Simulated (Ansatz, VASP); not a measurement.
P: VASP beside Ansatz

```
P
1.0
     2.72774    0.00000    0.00000
    -1.36387    2.36229    0.00000
     0.00000    0.00000    4.62560
P
2
Direct
  0.33333 0.66667 0.25000
  0.66667 0.33333 0.75000
```

Change from the starting cell: volume scaled by 1.025.

Alike in both runs: task single point; functional PBE; k mesh 15 × 15 × 8; occupations fermi-dirac, width 0.05 eV; no spin polarisation.

|  | VASP | Ansatz |
| --- | --- | --- |
| version | VASP 6.6.1 | Ansatz 0.2.0 |
| potentials or method | VASP PAW PBE potentials, release 64 (P), cutoff 520 eV | all-electron LAPW, scalar-relativistic |

VASP gave:

| Property | Result |
| --- | --- |
| pressure (GPa) | -2.3 |
| traceless stress, the component that is largest in VASP (GPa) | 0.08 |

Problem. Which values does Ansatz return?

Solution. Pressure (GPa): -2.1; traceless stress, the component that is largest in VASP (GPa): 0.08.

Ansatz ran all-electron here, and VASP with PAW potentials.
